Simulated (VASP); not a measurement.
# AlNi (P4/mmm) in VASP: further runs

Runs on AlNi. Level: PBEsol. Tasks: relaxation of shape and atoms at fixed volume.

Program: VASP 6.6.1. These are calculated values, not measurements. Logs are shortened: lines on timing, memory, paths and dates and some standing lists are left out, and cuts for length are marked.

**1. The cell of the first run**

The structure is tetragonal, space group P4/mmm (No. 123). Conventional cell: a = 2.770 Å, b = 2.770 Å, c = 2.781 Å, α = 90.00°, β = 90.00°, γ = 90.00°. Al (site symmetry 4/mmm) has 8 Ni at 2.40 Å and 6 Al at 2.77 to 2.78 Å within 3.2 Å. Ni (site symmetry 4/mmm) has 8 Al at 2.40 Å and 6 Ni at 2.77 to 2.78 Å within 3.2 Å.

**2. Relaxation of shape and atoms at fixed volume, PBEsol (10.67 Å³/atom)**

File INCAR:

```
SYSTEM = AlNi
PREC     = Accurate       ! precision mode
ENCUT    = 600            ! plane-wave cutoff, eV
EDIFF    = 1E-7           ! SCF threshold, eV
ISMEAR   = 0              ! smearing method
SIGMA    = 0.1            ! smearing width, eV
LREAL    = .FALSE.        ! projectors in reciprocal space
LASPH    = .TRUE.         ! aspherical terms in the spheres
NELM     = 80             ! most SCF steps
ALGO     = Fast           ! electronic algorithm
ISIF     = 4              ! what is computed and relaxed
LWAVE    = .FALSE.        ! write WAVECAR
LCHARG   = .FALSE.        ! write CHGCAR
GGA      = PS             ! functional
IBRION   = 2              ! ionic algorithm
NSW      = 50             ! ionic steps
EDIFFG   = -0.01          ! ionic threshold
```

File KPOINTS:

```
Automatic mesh
0
G
  16 16 14
  0 0 0
```

File POSCAR:

```
AlNi
1.0
    1.9587722447     -1.9587932743      0.0000000000
    1.9587722447      1.9587932743      0.0000000000
    0.0000000000      0.0000000000      2.7806066582
Al Ni
1 1
Direct
    0.0000000000      0.0000000000      0.0000000000
    0.5000000000      0.5000000000      0.5000000000
```

Potentials or basis: VASP PAW PBE potentials, release 64 (Al, Ni).

Command:

```sh
> cat potpaw_PBE.64/Al/POTCAR potpaw_PBE.64/Ni/POTCAR > POTCAR
> mpirun -np 1 vasp_std > vasp.out
```

OUTCAR:

```text
SYSTEM = AlNi
   PREC = Accurate
   ENCUT = 600
   EDIFF = 1E-7
   ISMEAR = 0
   LREAL = .FALSE.
   LASPH = .TRUE.
   NELM = 80
   ISIF = 4
   GGA = PS
   IBRION = 2
   NSW = 50
   EDIFFG = -0.01

 ion  position               nearest neighbor table
   1  0.000  0.000  0.000-   2 2.40   2 2.40   2 2.40   2 2.40   2 2.40   2 2.40   2 2.40   2 2.40

   2  0.500  0.500  0.500-   1 2.40   1 2.40   1 2.40   1 2.40   1 2.40   1 2.40   1 2.40   1 2.40

  LATTYP: Found a base centered orthorhombic cell.
 ALAT       =     3.9175444894
 B/A-ratio  =     1.0000107361
 C/A-ratio  =     0.7097830454

  Lattice vectors:

 A1 = (   1.9587722447,  -1.9587932743,   0.0000000000)
 A2 = (   1.9587722447,   1.9587932743,   0.0000000000)
 A3 = (   0.0000000000,   0.0000000000,   2.7806066582)

Analysis of symmetry for initial positions (statically):
=====================================================================
 Subroutine PRICEL returns:
 Original cell was already a primitive cell.

 Routine SETGRP: Setting up the symmetry group for a
 base centered orthorhombic supercell.

 Subroutine GETGRP returns: Found  8 space group operations
 (whereof  8 operations were pure point group operations)
 out of a pool of  8 trial point group operations.

The static configuration has the point symmetry D_2h.

Analysis of symmetry for dynamics (positions and initial velocities):
=====================================================================
 Subroutine PRICEL returns:
 Original cell was already a primitive cell.

 Routine SETGRP: Setting up the symmetry group for a
 base centered orthorhombic supercell.

 Subroutine GETGRP returns: Found  8 space group operations
 (whereof  8 operations were pure point group operations)
 out of a pool of  8 trial point group operations.

The dynamic configuration has the point symmetry D_2h.

 Subroutine INISYM returns: Found  8 space group operations
 (whereof  8 operations are pure point group operations),
 and found     1 'primitive' translations

----------------------------------------------------------------------------------------

                                     Primitive cell

  volume of cell :      21.3374

  direct lattice vectors                    reciprocal lattice vectors
     1.958772245 -1.958793274  0.000000000     0.255261938 -0.255259198  0.000000000
     1.958772245  1.958793274  0.000000000     0.255261938  0.255259198  0.000000000
     0.000000000  0.000000000  2.780606658     0.000000000  0.000000000  0.359633750

  length of vectors
     2.770137144  2.770137144  2.780606658     0.360992957  0.360992957  0.359633750

  position of ions in fractional coordinates (direct lattice)
     0.000000000  0.000000000  0.000000000
     0.500000000  0.500000000  0.500000000

  ion indices of the primitive-cell ions
   primitive index   ion index
                 1           1
                 2           2

----------------------------------------------------------------------------------------

 KPOINTS: Automatic mesh

Automatic generation of k-mesh.
 Grid dimensions read from file:
 generate k-points for:   16   16   14

 Generating k-lattice:

  Cartesian coordinates                     Fractional coordinates (reciprocal lattice)
     0.015953871 -0.015953700  0.000000000     0.062500000  0.000000000  0.000000000
     0.015953871  0.015953700  0.000000000     0.000000000  0.062500000  0.000000000
     0.000000000  0.000000000  0.025688125     0.000000000  0.000000000  0.071428571

  Length of vectors
     0.022562060  0.022562060  0.025688125

  Shift w.r.t. Gamma in fractional coordinates (k-lattice)
     0.000000000  0.000000000  0.000000000

 Subroutine IBZKPT returns following result:
 ===========================================

 Found    584 irreducible k-points:

 Following reciprocal coordinates:
            Coordinates               Weight
  0.000000  0.000000  0.000000      1.000000
  0.062500  0.000000  0.000000      4.000000
  0.125000  0.000000  0.000000      4.000000
  0.187500  0.000000  0.000000      4.000000
  0.250000  0.000000  0.000000      4.000000
  0.312500 -0.000000  0.000000      4.000000
[... 16 lines left out ...]
 -0.125000  0.062500  0.000000      4.000000
 -0.062500  0.062500  0.000000      2.000000
 [... further k-points ...]
   k-points           NKPTS =    584   k-points in BZ     NKDIM =    584   number of bands    NBANDS=     10
   number of dos      NEDOS =    301   number of ions     NIONS =      2
   total plane-waves  NPLWV =  13824
   dimension x,y,z NGX =    24 NGY =   24 NGZ =   24
   dimension x,y,z NGXF=    48 NGYF=   48 NGZF=   48
   ions per type =               1   1
   NGX,Y,Z   is equivalent  to a cutoff of  14.40, 14.40, 14.35 a.u.
   NGXF,Y,Z  is equivalent  to a cutoff of  28.81, 28.81, 28.70 a.u.
 SYSTEM =  AlNi
   PREC   = accura    normal or accurate (medium, high low for compatibility)
   ISTART =      0    job   : 0-new  1-cont  2-samecut
   ICHARG =      2    charge: 1-file 2-atom 10-const
   ISPIN  =      1    spin polarized calculation?
   LNONCOLLINEAR =      F non collinear calculations
   LSORBIT =      F    spin-orbit coupling
   LASPH  =      T    aspherical Exc in radial PAW
   ENCUT  =  600.0 eV  44.10 Ry    6.64 a.u.   5.53  5.53  5.55*2*pi/ulx,y,z
   NELM   =     80;   NELMIN=  2; NELMDL= -5     # of ELM steps
   EDIFF  = 0.1E-06   stopping-criterion for ELM
   LREAL  =      F    real-space projection
   EDIFFG = -.1E-01   stopping-criterion for IOM
   NSW    =     50    number of steps for IOM
   IBRION =      2    ionic relax: 0-MD 1-quasi-New 2-CG
   NFREE  =      1    steps in history (QN), initial steepest desc. (CG)
   ISIF   =      4    stress and relaxation
   ISYM   =      2    0-nonsym 1-usesym 2-fastsym
   POTIM  = 0.5000    time-step for ionic-motion
   TEBEG  =    0.0;   TEEND  =   0.0 temperature during run
   PSTRESS=    0.0 pullay stress
   NELECT =      13.0000    total number of electrons
   NUPDOWN=      -1.0000    fix difference up-down
   EMIN   =  10.00;   EMAX   =-10.00  energy-range for DOS
   EFERMI =   0.00;   METHOD = LEGACY
   ISMEAR =     0;   SIGMA  =   0.10  broadening in eV -4-tet -1-fermi 0-gaus
   EFERMI_NEDOS =   21; number of points for ismear=-14 and -15
   IALGO  =     68    algorithm
   IMIX   =      4    mixing-type and parameters
     AMIX     =   0.40;   BMIX     =  1.00
     AMIX_MAG =   1.60;   BMIX_MAG =  1.00
  volume/ion in A,a.u.               =      10.67        72.00
  Fermi-wavevector in a.u.,A,eV,Ry     =   1.387848  2.622653 26.206483  1.926122
  Thomas-Fermi vector in A             =   2.512030
   LORBIT       =      0    0 simple, 1 ext, 2 COOP (PROOUT), +10 PAW based schemes
   GGA     = PS    functional components
   LHFCALC =     F    Hartree Fock is set to
   AEXX    =    0.0000 exact exchange contribution
   IVDW    =     0    specifies the selected vdW correction
   LEPSILON=     F    determine dielectric tensor
   LRPA    =     F    only Hartree local field effects (RPA)
 conjugate gradient relaxation of ions
 non-spin polarized calculation
 RMM-DIIS sequential band-by-band and
 Gauss-broadening in eV      SIGMA  =   0.10
  energy-cutoff  :      600.00
  volume of cell :       21.34
 maximum number of plane-waves:       739
 NGX is ok and might be reduce to    24
   NGX = 11   NGY = 11   NGZ = 11

 number of electron      12.9999996 magnetization

 Free energy of the ion-electron system (eV)
  ---------------------------------------------------
  ext. energy  EPLUGINS =         0.00000000
  ---------------------------------------------------
  free energy    TOTEN  =       -11.46559581 eV

  energy without entropy =      -11.46219486  energy(sigma->0) =      -11.46389534

 E-fermi :  11.4634     XC(G=0): -12.7312

 val. band max:       11.4509193016   @ k =   0.3750   0.3750   0.5000
 cond. band min:      11.4678370833   @ k =   0.2500   0.0625   0.3571
 fundamental gap:      0.0169177817
 Fermi energy:        11.4634299474

 k-point     1 :       0.0000    0.0000    0.0000
  band No.  band energies     occupation
      1      -0.5137      2.00000
      2       7.6489      2.00000
      3       7.6522      2.00000
      4       9.6819      2.00000
      5       9.6819      2.00000
      6       9.6936      2.00000
      7      17.3849      0.00000
      8      17.5315      0.00000
      9      17.5316      0.00000
     10      20.0011      0.00000

 k-point     2 :       0.0625    0.0000    0.0000
  band No.  band energies     occupation
      1      -0.4354      2.00000
      2       7.6489      2.00000
      3       7.6701      2.00000
      4       9.6446      2.00000
      5       9.6570      2.00000
      6       9.6860      2.00000
      7      16.6538      0.00000
      8      17.4886      0.00000
      9      17.6346      0.00000
     10      19.9931      0.00000

 k-point     3 :       0.1250    0.0000    0.0000
  band No.  band energies     occupation
      1      -0.2016      2.00000
      2       7.6277      2.00000
      3       7.7284      2.00000
      4       9.5415      2.00000
      5       9.5558      2.00000
      6       9.6976      2.00000
      7      15.1729      0.00000
      8      17.7914      0.00000
      9      17.9354      0.00000
     10      19.9831      0.00000

 k-point     4 :       0.1875    0.0000    0.0000
  band No.  band energies     occupation
      1       0.1845      2.00000
      2       7.5414      2.00000
      3       7.8175      2.00000
      4       9.3952      2.00000
      5       9.4120      2.00000
      6       9.7150      2.00000
      7      13.7230      0.00000
      8      18.2716      0.00000
      9      18.4129      0.00000
     10      19.9694      0.00000

 k-point     5 :       0.2500    0.0000    0.0000
  band No.  band energies     occupation
      1       0.7174      2.00000
      2       7.3048      2.00000
      3       7.9255      2.00000
      4       9.2332      2.00000
      5       9.2524      2.00000
      6       9.7356      2.00000
      7      12.4895      0.00000
      8      18.9023      0.00000
      9      19.0410      0.00000
     10      19.9513      0.00000

 k-point     6 :       0.3125   -0.0000    0.0000
  band No.  band energies     occupation
      1       1.3888      2.00000
      2       6.8159      2.00000
      3       8.0367      2.00000
      4       9.0807      2.00000
      5       9.1020      2.00000
      6       9.7564      2.00000
      7      11.5978      0.05731
      8      19.6573      0.00000
      9      19.7936      0.00000
     10      19.9307      0.00000
[... 183 lines left out ...]
 k-point    21 :      -0.2500    0.0625    0.0000
  band No.  band energies     occupation
      1       0.7925      2.00000
      2       7.3357      2.00000
      3       7.9302      2.00000
      4       9.2059      2.00000
      5       9.2383      2.00000
      6       9.7017      2.00000
      7      12.5471      0.00000
      8      17.9778      0.00000
      9      19.0019      0.00000
     10      20.6868      0.00000

 k-point    22 :      -0.1875    0.0625    0.0000
  band No.  band energies     occupation
      1       0.2610      2.00000
      2       7.5666      2.00000
      3       7.8211      2.00000
      4       9.3647      2.00000
      5       9.3993      2.00000
      6       9.6806      2.00000
      7      13.7854      0.00000
      8      17.4691      0.00000
      9      18.3725      0.00000
     10      20.6169      0.00000

 k-point    23 :      -0.1250    0.0625    0.0000
  band No.  band energies     occupation
      1      -0.1241      2.00000
      2       7.6472      2.00000
      3       7.7319      2.00000
      4       9.5129      2.00000
      5       9.5443      2.00000
      6       9.6630      2.00000
      7      15.2259      0.00000
      8      17.0734      0.00000
      9      17.8937      0.00000
     10      20.5555      0.00000

 k-point    24 :      -0.0625    0.0625    0.0000
  band No.  band energies     occupation
      1      -0.3573      2.00000
      2       7.6606      2.00000
      3       7.6776      2.00000
      4       9.6186      2.00000
      5       9.6404      2.00000
      6       9.6573      2.00000
      7      16.5547      0.00000
      8      16.9579      0.00000
      9      17.5920      0.00000
     10      20.4061      0.00000

 [... further k-points ...]
[... 5 lines left out ...]
  --------------------------------------------------------------------------------------
  -------------------------------------------------------------------------------------
  Total        2.7778726      2.7773570      2.7573107     -0.0000000      0.0000000      0.0000000
  in kB      208.5839101    208.5451933    207.0399642     -0.0000000      0.0000000      0.0000000
  external PRESSURE =     208.0563558 kB  Pullay stress =       0.0000000 kB

 VOLUME and BASIS-vectors are now :
 -----------------------------------------------------------------------------
  energy-cutoff  :      600.00
  volume of cell :       21.34
      direct lattice vectors                 reciprocal lattice vectors
     1.958772245 -1.958793274  0.000000000     0.255261938 -0.255259198  0.000000000
     1.958772245  1.958793274  0.000000000     0.255261938  0.255259198  0.000000000
     0.000000000  0.000000000  2.780606658     0.000000000  0.000000000  0.359633750

 POSITION                                       TOTAL-FORCE (eV/Angst)
 -----------------------------------------------------------------------------------
      0.00000      0.00000      0.00000        -0.000000     -0.000000      0.000000
      1.95877      0.00000      1.39030         0.000000      0.000000      0.000000
 -----------------------------------------------------------------------------------
    total drift:                                0.000000     -0.000000     -0.000000

  FREE ENERGIE OF THE ION-ELECTRON SYSTEM (eV)
  ---------------------------------------------------
  free  energy   TOTEN  =       -11.4655958100 eV

  energy  without entropy=      -11.4621948619  energy(sigma->0) =      -11.46389534

 reached required accuracy - stopping structural energy minimisation
```

Run time: 45 s. Hardware: 1 thread of Intel Xeon 6975P-C (Granite Rapids), shared host; peak memory 0.3 GiB.

Results:

```
Free energy             : -11.4656 eV
Pressure after relaxing : 20.8 GPa
Band gap on the k mesh  : zero (an odd number of electrons rules out a gap without spin polarisation)
```

Final structure:
```
CELL_PARAMETERS angstrom
1.95877 -1.95879 0.00000
1.95877 1.95879 0.00000
0.00000 0.00000 2.78061
ATOMIC_POSITIONS crystal
Al 0.00000 0.00000 0.00000
Ni 0.50000 0.50000 0.50000
```

Caveat: the PAW data sets were made with another functional, which shifts forces and pressure a little.

**3. Relaxation of shape and atoms at fixed volume, PBEsol (11.02 Å³/atom)**

This run uses another cell than the first one, of 11.02 Å³/atom.

File INCAR:

```
SYSTEM = AlNi
PREC = Accurate
ENCUT = 600
EDIFF = 1E-6
ISMEAR = 0
SIGMA = 0.1
LREAL = .False.
LASPH = .True.
NELM = 80
ALGO = Fast
ISIF = 4
LWAVE = .False.
LCHARG = .False.
GGA = PS
IBRION = 2
NSW = 50
EDIFFG = -0.01
```

File KPOINTS:

```
Automatic mesh
0
Gamma
  16 16 14
  0 0 0
```

File POSCAR:

```
AlNi
1.0
    1.9800649155     -1.9800861737      0.0000000000
    1.9800649155      1.9800861737      0.0000000000
    0.0000000000      0.0000000000      2.8108330117
Al Ni
1 1
Direct
    0.0000000000      0.0000000000      0.0000000000
    0.5000000000      0.5000000000      0.5000000000
```

Potentials or basis: VASP PAW PBE potentials, release 64 (Al, Ni).

Command:

```sh
> cat potpaw_PBE.64/Al/POTCAR potpaw_PBE.64/Ni/POTCAR > POTCAR
> mpirun -np 1 vasp_std > vasp.out
```

Run time: 39 s. Hardware: 1 thread of Intel Xeon 6975P-C (Granite Rapids), shared host; peak memory 0.3 GiB.

Results (log left out):

| Quantity | Value |
| --- | --- |
| Free energy | -11.5366 eV |
| Pressure after relaxing | 12.6 GPa |
| Band gap on the k mesh | zero (an odd number of electrons rules out a gap without spin polarisation) |

Stress tensor (GPa, compression positive):
```
12.59  0.00  0.00
 0.00 12.59  0.00
 0.00  0.00 12.51
```

Final structure:
```cif
data_structure
_symmetry_space_group_name_H-M 'P 1'
_symmetry_Int_Tables_number 1
_cell_length_a 2.8002
_cell_length_b 2.8002
_cell_length_c 2.8108
_cell_angle_alpha 90.000
_cell_angle_beta 90.000
_cell_angle_gamma 90.001
_cell_volume 22.04
loop_
_atom_site_label
_atom_site_type_symbol
_atom_site_fract_x
_atom_site_fract_y
_atom_site_fract_z
_atom_site_occupancy
Al1 Al 0.00000 0.00000 0.00000 1
Ni1 Ni 0.50000 0.50000 0.50000 1
```

Levels at points of the mesh, in eV from the Fermi level:
```
           k point  band 5  band 6  band 7  band 8  band 9  band 10
(0.00, 0.00, 0.00)   -1.71   -1.70    5.77    5.92    5.92     8.43
(0.50, 0.00, 0.00)   -2.48   -1.60   -0.67    8.40   10.33    10.46
(0.50, 0.50, 0.00)   -2.32   -2.32   -1.10    1.65    2.94    13.16
(0.00, 0.00, 0.50)   -2.48   -1.60   -0.70    8.40   10.45    10.51
(0.50, 0.00, 0.50)   -2.31   -2.30   -1.11    1.62    2.90    13.26
(0.50, 0.50, 0.50)   -1.07    1.92    1.93    1.93    4.48     4.84
```

Caveat: the PAW data sets were made with another functional, which shifts forces and pressure a little. Spin polarisation is off, so any magnetic state and its effect on volume and gap are missing.
